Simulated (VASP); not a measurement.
Runs of VASP 6.6.1 on N. The cells are those of the table. 

| cell | gap on the mesh (eV) | pressure (GPa) | largest force (eV/Å) |
| --- | --- | --- | --- |
| a = 3.527, b = 3.527, c = 13.402 Å, angles 92.5, 87.5, 60.0°, 8 atoms | 5.65 | (b) | 1.73 |
| a = 3.527, b = 3.527, c = 13.363 Å, angles 91.3, 88.7, 60.0°, 8 atoms | 5.99 | (a) | 1.61 |
| a = 3.527, b = 3.527, c = 13.380 Å, angles 91.9, 88.1, 60.0°, 8 atoms | 5.83 | (c) | 1.67 |
| a = 3.527, b = 3.527, c = 13.354 Å, angles 90.6, 89.4, 60.0°, 8 atoms | 6.11 | 2.6 | 1.58 |

Alike in all rows: task single point; level LDA; potentials or basis VASP PAW LDA potentials, release 64 (N); no spin polarisation; k mesh 7 × 7 × 2; cutoff (eV) 520; smearing gaussian 0.05 eV.

Problem. Fill in the values left out.

Solution. (a) 2.8; (b) 3.5; (c) 3.1.

Caveats: the standard files for N, O and F lose accuracy on very short bonds; an odd mesh through Γ misses points on the zone boundary, where band edges can lie; forces of over 1 eV/Å act on the atoms, so gaps and moduli don't describe the material at rest; the cell stands under pressure (at least some runs).
